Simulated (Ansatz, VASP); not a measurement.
**Si: VASP beside Ansatz**

```
Si
1.0
     0.02129    2.71086    2.68956
     2.71086    0.02129    2.68956
     2.73215    2.73215    0.00000
Si
2
Direct
  0.00112 0.00112 0.99888
  0.24888 0.24888 0.25112
```

Alike in both runs: task single point; functional PBEsol; k mesh 10 × 10 × 10; no spin polarisation.

|  | VASP | Ansatz |
| --- | --- | --- |
| version | VASP 6.6.1 | Ansatz 0.2.0 |
| potentials or method | VASP PAW PBE potentials, release 64 (Si), cutoff 500 eV | scalar-relativistic, plane waves, PAW |
| occupations | gaussian, width 0.01 eV | fixed |
| valence electrons in the cell | 8 | 8 |

```csv
,VASP,Ansatz,Ansatz less VASP
gap on the k mesh at the Fermi level (eV),0.32,0.33,+0.007
least direct gap on the mesh (eV),2.39,2.39,+0.003
```

VASP's potentials were made for PBE, not for PBEsol, and Ansatz warns of the same on its side.
